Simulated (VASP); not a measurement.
# CaSb2 in VASP: notebook

CaSb2 is run at these levels: PBE; tasks: single point.

Program: VASP 6.6.1. These are calculated values, not measurements. Logs are shortened: lines on timing, memory, paths and dates and some standing lists are left out, and cuts for length are marked.

### Step 1. The cell of the first run

The cell holds a sheet with vacuum, 3 atoms: a = 4.222 Å, b = 4.222 Å, c = 18.000 Å, α = 90.00°, β = 90.00°, γ = 120.00°.

### Step 2. Single point, PBE

File INCAR:

```
PREC     = Accurate       # precision mode
ENCUT    = 520            # plane-wave cutoff, eV
EDIFF    = 1E-6           # SCF threshold, eV
ISMEAR   = 0              # smearing method
SIGMA    = 0.1            # smearing width, eV
LREAL    = False          # projectors in reciprocal space
LASPH    = True           # aspherical terms in the spheres
NELM     = 60             # most SCF steps
ALGO     = Normal         # electronic algorithm
ISIF     = 2              # what is computed and relaxed
LWAVE    = False          # write WAVECAR
LCHARG   = False          # write CHGCAR
LDIPOL   = True         
IDIPOL   = 3            
DIPOL    = 0.5 0.5 0.500
GGA      = PE             # functional
NBANDS   = 17             # bands
```

File KPOINTS:

```
Automatic mesh
0
Gamma
  6 6 1
```

File POSCAR:

```
CaSb2
1.0
    4.2223938300      0.0000000000      0.0000000000
   -2.1111964600      3.6567002600      0.0000000000
    0.0000000000      0.0000000000     18.0000000000
Ca Sb
1 2
Direct
    0.0000000000      0.0000000000      0.5000000000
    0.6666666700      0.3333333300      0.5977696100
    0.3333333300      0.6666666700      0.4022303900
```

Potentials or basis: VASP PAW PBE potentials, release 64 (Ca_sv, Sb).

On the command line:

```console
$ cat potpaw_PBE.64/Ca_sv/POTCAR potpaw_PBE.64/Sb/POTCAR > POTCAR
$ mpirun -np 1 vasp_std > vasp.out
```

OUTCAR:

```text
PREC = Accurate
   ENCUT = 520
   EDIFF = 1E-6
   ISMEAR = 0
   LREAL = False
   LASPH = True
   NELM = 60
   ISIF = 2
   GGA = PE

 ion  position               nearest neighbor table
   1  0.000  0.000  0.500-   2 3.01   3 3.01   3 3.01   2 3.01   2 3.01   3 3.01
   2  0.667  0.333  0.598-   1 3.01   1 3.01   1 3.01
   3  0.333  0.667  0.402-   1 3.01   1 3.01   1 3.01

  LATTYP: Found a hexagonal cell.
 ALAT       =     4.2223938300
 C/A-ratio  =     4.2629846302

  Lattice vectors:

 A1 = (   4.2223938300,   0.0000000000,   0.0000000000)
 A2 = (  -2.1111964600,   3.6567002600,   0.0000000000)
 A3 = (   0.0000000000,   0.0000000000,  18.0000000000)

Analysis of symmetry for initial positions (statically):
=====================================================================
 Subroutine PRICEL returns:
 Original cell was already a primitive cell.

 Routine SETGRP: Setting up the symmetry group for a
 hexagonal supercell.

 Subroutine GETGRP returns: Found 12 space group operations
 (whereof 12 operations were pure point group operations)
 out of a pool of 24 trial point group operations.

The static configuration has the point symmetry D_3d.

Analysis of symmetry for dynamics (positions and initial velocities):
=====================================================================
 Subroutine PRICEL returns:
 Original cell was already a primitive cell.

 Routine SETGRP: Setting up the symmetry group for a
 hexagonal supercell.

 Subroutine GETGRP returns: Found 12 space group operations
 (whereof 12 operations were pure point group operations)
 out of a pool of 24 trial point group operations.

The dynamic configuration has the point symmetry D_3d.

 Subroutine INISYM returns: Found 12 space group operations
 (whereof 12 operations are pure point group operations),
 and found     1 'primitive' translations

----------------------------------------------------------------------------------------

                                     Primitive cell

  volume of cell :     277.9205

  direct lattice vectors                    reciprocal lattice vectors
     4.222393830  0.000000000  0.000000000     0.236832479  0.136735269  0.000000000
    -2.111196460  3.656700260  0.000000000     0.000000000  0.273470596  0.000000000
     0.000000000  0.000000000 18.000000000     0.000000000  0.000000000  0.055555556

  length of vectors
     4.222393830  4.222393549 18.000000000     0.273470578  0.273470596  0.055555556

  position of ions in fractional coordinates (direct lattice)
     0.000000000  0.000000000  0.500000000
     0.666666670  0.333333330  0.597769610
     0.333333330  0.666666670  0.402230390

  ion indices of the primitive-cell ions
   primitive index   ion index
                 1           1
                 2           2
                 3           3

----------------------------------------------------------------------------------------

 KPOINTS: Automatic mesh

Automatic generation of k-mesh.
 Grid dimensions read from file:
 generate k-points for:    6    6    1

 Generating k-lattice:

  Cartesian coordinates                     Fractional coordinates (reciprocal lattice)
     0.039472080  0.022789211  0.000000000     0.166666667 -0.000000000  0.000000000
     0.000000000  0.045578433  0.000000000     0.000000000  0.166666667  0.000000000
     0.000000000  0.000000000  0.055555556     0.000000000  0.000000000  1.000000000

  Length of vectors
     0.045578430  0.045578433  0.055555556

  Shift w.r.t. Gamma in fractional coordinates (k-lattice)
     0.000000000  0.000000000  0.000000000

 Subroutine IBZKPT returns following result:
 ===========================================

 Found      7 irreducible k-points:

 Following reciprocal coordinates:
            Coordinates               Weight
  0.000000  0.000000  0.000000      1.000000
  0.166667  0.000000  0.000000      6.000000
  0.333333  0.000000  0.000000      6.000000
  0.500000 -0.000000  0.000000      3.000000
  0.166667  0.166667  0.000000      6.000000
  0.333333  0.166667  0.000000     12.000000
  0.333333  0.333333  0.000000      2.000000
   k-points           NKPTS =      7   k-points in BZ     NKDIM =      7   number of bands    NBANDS=     17
   number of dos      NEDOS =    301   number of ions     NIONS =      3
   total plane-waves  NPLWV = 143360
   dimension x,y,z NGX =    32 NGY =   32 NGZ =  140
   dimension x,y,z NGXF=    64 NGYF=   64 NGZF=  280
   ions per type =               1   2
   NGX,Y,Z   is equivalent  to a cutoff of  12.60, 12.60, 12.93 a.u.
   NGXF,Y,Z  is equivalent  to a cutoff of  25.20, 25.20, 25.86 a.u.
 SYSTEM =  unknown system
   PREC   = accura    normal or accurate (medium, high low for compatibility)
   ISTART =      0    job   : 0-new  1-cont  2-samecut
   ICHARG =      2    charge: 1-file 2-atom 10-const
   ISPIN  =      1    spin polarized calculation?
   LNONCOLLINEAR =      F non collinear calculations
   LSORBIT =      F    spin-orbit coupling
   LASPH  =      T    aspherical Exc in radial PAW
   ENCUT  =  520.0 eV  38.22 Ry    6.18 a.u.   7.85  7.85 33.47*2*pi/ulx,y,z
   NELM   =     60;   NELMIN=  2; NELMDL= -5     # of ELM steps
   EDIFF  = 0.1E-05   stopping-criterion for ELM
   LREAL  =      F    real-space projection
   EDIFFG = 0.1E-04   stopping-criterion for IOM
   NSW    =      0    number of steps for IOM
   IBRION =     -1    ionic relax: 0-MD 1-quasi-New 2-CG
   NFREE  =      0    steps in history (QN), initial steepest desc. (CG)
   ISIF   =      2    stress and relaxation
   ISYM   =      2    0-nonsym 1-usesym 2-fastsym
   POTIM  = 0.5000    time-step for ionic-motion
   TEBEG  =    0.0;   TEEND  =   0.0 temperature during run
   PSTRESS=    0.0 pullay stress
   NELECT =      20.0000    total number of electrons
   NUPDOWN=      -1.0000    fix difference up-down
   EMIN   =  10.00;   EMAX   =-10.00  energy-range for DOS
   EFERMI =   0.00;   METHOD = LEGACY
   ISMEAR =     0;   SIGMA  =   0.10  broadening in eV -4-tet -1-fermi 0-gaus
   EFERMI_NEDOS =   21; number of points for ismear=-14 and -15
   IALGO  =     38    algorithm
   IMIX   =      4    mixing-type and parameters
     AMIX     =   0.40;   BMIX     =  1.00
     AMIX_MAG =   1.60;   BMIX_MAG =  1.00
  volume/ion in A,a.u.               =      92.64       625.17
  Fermi-wavevector in a.u.,A,eV,Ry     =   0.680944  1.286797  6.308811  0.463685
  Thomas-Fermi vector in A             =   1.759582
   LORBIT       =      0    0 simple, 1 ext, 2 COOP (PROOUT), +10 PAW based schemes
   GGA     = PE    functional components
   LHFCALC =     F    Hartree Fock is set to
   AEXX    =    0.0000 exact exchange contribution
   IVDW    =     0    specifies the selected vdW correction
   LEPSILON=     F    determine dielectric tensor
   LRPA    =     F    only Hartree local field effects (RPA)
 non-spin polarized calculation
 Gauss-broadening in eV      SIGMA  =   0.10
  energy-cutoff  :      520.00
  volume of cell :      277.92
 maximum number of plane-waves:      7498
 NGX is ok and might be reduce to    32
   NGX = 15   NGY = 15   NGZ = 67

 number of electron      20.0000002 magnetization

 dipolmoment           0.000000      0.000000     -0.000000 electrons x Angstroem

 Free energy of the ion-electron system (eV)
  ---------------------------------------------------
  ext. energy  EPLUGINS =         0.00000000
  ---------------------------------------------------
  free energy    TOTEN  =        -8.70757636 eV

  energy without entropy =       -8.68119929  energy(sigma->0) =       -8.69438782

 E-fermi :  -1.7444     XC(G=0):  -3.8544

 val. band max:       -1.9039219187   @ k =   0.1667   0.1667   0.0000
 cond. band min:      -1.7386598865   @ k =   0.5000  -0.0000   0.0000
 fundamental gap:      0.1652620321
 Fermi energy:        -1.7443776773

 k-point     1 :       0.0000    0.0000    0.0000
  band No.  band energies     occupation
      1     -41.7791      2.00000
      2     -22.9133      2.00000
      3     -22.8423      2.00000
      4     -22.8423      2.00000
      5     -10.9806      2.00000
      6     -10.1611      2.00000
      7      -3.9571      2.00000
      8      -1.5924      0.03167
      9      -1.5679      0.01259
     10      -1.5679      0.01259
     11      -0.1008      0.00000
     12      -0.1008      0.00000
     13       1.8191      0.00000
     14       1.9547      0.00000
     15       1.9547      0.00000
     16       2.7487      0.00000
     17       3.1048      0.00000

 k-point     2 :       0.1667    0.0000    0.0000
  band No.  band energies     occupation
      1     -41.7779      2.00000
      2     -22.9075      2.00000
      3     -22.8635      2.00000
      4     -22.8467      2.00000
      5     -10.7586      2.00000
      6     -10.0669      2.00000
      7      -3.7038      2.00000
      8      -2.5716      2.00000
      9      -1.5881      0.02709
     10      -1.5569      0.00803
     11      -1.1561      0.00000
     12      -0.6071      0.00000
     13       1.5966      0.00000
     14       2.2024      0.00000
     15       2.4595      0.00000
     16       2.9832      0.00000
     17       3.3038      0.00000

 k-point     3 :       0.3333    0.0000    0.0000
  band No.  band energies     occupation
      1     -41.7755      2.00000
      2     -22.9067      2.00000
      3     -22.8947      2.00000
      4     -22.8554      2.00000
      5     -10.2288      2.00000
      6      -9.8666      2.00000
      7      -3.7592      2.00000
      8      -3.3930      2.00000
      9      -2.7393      2.00000
     10      -1.6661      0.26810
     11      -1.4575      0.00005
     12      -1.2321      0.00000
     13       1.0451      0.00000
     14       2.7558      0.00000
     15       3.0006      0.00000
     16       3.3825      0.00000
     17       3.7265      0.00000

 k-point     4 :       0.5000   -0.0000    0.0000
  band No.  band energies     occupation
      1     -41.7742      2.00000
      2     -22.9267      2.00000
      3     -22.8895      2.00000
      4     -22.8597      2.00000
      5      -9.8608      2.00000
      6      -9.7958      2.00000
      7      -4.4524      2.00000
      8      -3.7373      2.00000
      9      -2.1418      2.00000
     10      -2.0190      1.99990
     11      -1.7387      0.93555
     12      -1.4427      0.00002
     13       0.8971      0.00000
     14       3.0983      0.00000
     15       3.2480      0.00000
     16       3.3985      0.00000
     17       3.5104      0.00000

 k-point     5 :       0.1667    0.1667    0.0000
  band No.  band energies     occupation
      1     -41.7761      2.00000
      2     -22.8990      2.00000
      3     -22.8909      2.00000
      4     -22.8572      2.00000
      5     -10.3786      2.00000
      6      -9.9168      2.00000
      7      -3.3709      2.00000
      8      -3.2198      2.00000
      9      -2.6451      2.00000
     10      -1.9039      1.97595
     11      -1.4927      0.00037
     12      -1.2259      0.00000
     13       1.9000      0.00000
     14       1.9591      0.00000
     15       2.9534      0.00000
     16       3.2788      0.00000
     17       3.4835      0.00000

 k-point     6 :       0.3333    0.1667    0.0000
  band No.  band energies     occupation
      1     -41.7742      2.00000
      2     -22.9153      2.00000
      3     -22.8900      2.00000
      4     -22.8709      2.00000
      5      -9.9022      2.00000
      6      -9.7662      2.00000
      7      -4.0630      2.00000
      8      -3.5890      2.00000
      9      -2.5469      2.00000
     10      -2.1980      2.00000
     11      -2.0826      2.00000
     12      -1.6918      0.45744
     13       1.6358      0.00000
     14       2.6919      0.00000
     15       3.1426      0.00000
     16       3.4590      0.00000
     17       3.9879      0.00000

 k-point     7 :       0.3333    0.3333    0.0000
  band No.  band energies     occupation
      1     -41.7736      2.00000
      2     -22.8993      2.00000
      3     -22.8993      2.00000
      4     -22.8873      2.00000
      5      -9.7195      2.00000
      6      -9.7195      2.00000
      7      -3.6741      2.00000
      8      -3.5271      2.00000
      9      -3.5271      2.00000
     10      -2.6224      2.00000
     11      -1.9334      1.99250
     12      -1.9334      1.99249
     13       2.2768      0.00000
     14       2.6918      0.00000
     15       2.6918      0.00000
     16       3.6915      0.00000
     17       3.6915      0.00000

------------------------ aborting loop because EDIFF is reached ----------------------------------------

 vacuum level on the upper side and lower side of the slab       (xc-potential included)        -0.110        -0.110

  FORCE on cell =-STRESS in cart. coord.  units (eV):
  Direction    XX          YY          ZZ          XY          YZ          ZX
  --------------------------------------------------------------------------------------
  -------------------------------------------------------------------------------------
  Total        0.6308845      0.6308845      2.8325048      0.0000001      0.0000000      0.0000000
  in kB        3.6369710      3.6369709     16.3290389      0.0000005      0.0000000      0.0000000
  external PRESSURE =       7.8676603 kB  Pullay stress =       0.0000000 kB

 VOLUME and BASIS-vectors are now :
 -----------------------------------------------------------------------------
  energy-cutoff  :      520.00
  volume of cell :      277.92
      direct lattice vectors                 reciprocal lattice vectors
     4.222393830  0.000000000  0.000000000     0.236832479  0.136735269  0.000000000
    -2.111196460  3.656700260  0.000000000     0.000000000  0.273470596  0.000000000
     0.000000000  0.000000000 18.000000000     0.000000000  0.000000000  0.055555556

 POSITION                                       TOTAL-FORCE (eV/Angst)
 -----------------------------------------------------------------------------------
      0.00000      0.00000      9.00000        -0.000000      0.000000      0.000000
      2.11120      1.21890     10.75985         0.000000      0.000000      0.807923
      0.00000      2.43780      7.24015        -0.000000     -0.000000     -0.807923
 -----------------------------------------------------------------------------------
    total drift:                               -0.000000     -0.000000      0.000000

  FREE ENERGIE OF THE ION-ELECTRON SYSTEM (eV)
  ---------------------------------------------------
  free  energy   TOTEN  =        -8.7075763604 eV

  energy  without entropy=       -8.6811992888  energy(sigma->0) =       -8.69438782

 vacuum level on the upper side and lower side of the slab         3.167         3.167
```

It took 1.9 min on 1 thread of AMD EPYC 7R13, shared host; peak memory 0.34 GiB.

What came out:

| Property | Result |
| --- | --- |
| Free energy | -8.7076 eV |
| Largest force | 0.808 eV/Å |
| Band gap on the k mesh | zero (band 10 reaches -1.56 eV, above the bottom of band 11 at -2.08 eV) |

Forces on the atoms (eV/Å):
```
Ca   0.000  0.000  0.000
Sb   0.000  0.000  0.808
Sb   0.000  0.000 -0.808
```

Caveat: spin-orbit coupling is left out, which moves the levels of the heavy elements.

### Step 3. Single point, PBE

File INCAR:

```
SYSTEM = CaSb2
  PREC = Accurate
  ENCUT = 520
  EDIFF = 1E-7
  ISMEAR = 0
  SIGMA = 0.1
  LREAL = .FALSE.
  LASPH = .TRUE.
  NELM = 100
  ALGO = Normal
  ISIF = 2
  LWAVE = .FALSE.
  LCHARG = .FALSE.
  LDIPOL = .TRUE.
  IDIPOL = 3
  DIPOL = 0.5 0.5 0.500
  GGA = PE
  NBANDS = 17
```

File KPOINTS:

```
Automatic mesh
0
G
  6 6 1
  0 0 0
```

POSCAR is that of step 2.

Potentials or basis: VASP PAW PBE potentials, release 64 (Ca_sv, Sb).

On the command line:

```console
$ cat potpaw_PBE.64/Ca_sv/POTCAR potpaw_PBE.64/Sb/POTCAR > POTCAR
$ mpirun -np 1 vasp_std > vasp.out
```

Wall time 2 min (1 thread of AMD EPYC 7R13, shared host); peak memory 0.35 GiB.

Results (log left out):

| Item | Value |
| --- | --- |
| Free energy | -8.7076 eV |
| Largest force | 0.808 eV/Å |
| Band gap on the k mesh | zero (band 10 reaches -1.56 eV, above the bottom of band 11 at -2.08 eV) |

Forces in eV/Å, atoms in the order of the input:
```
Ca   0.000  0.000  0.000
Sb   0.000  0.000  0.808
Sb   0.000  0.000 -0.808
```

Levels at points of the mesh, in eV from the Fermi level:
```tsv
k point	band 7	band 8	band 9	band 10	band 11	band 12	band 13	band 14
(0.00, 0.00, 0.00)	-2.21	0.15	0.18	0.18	1.64	1.64	3.56	3.70
(0.50, 0.00, 0.00)	-2.71	-1.99	-0.40	-0.27	0.01	0.30	2.64	4.84
```

Caveat: spin-orbit coupling is left out, which moves the levels of the heavy elements.
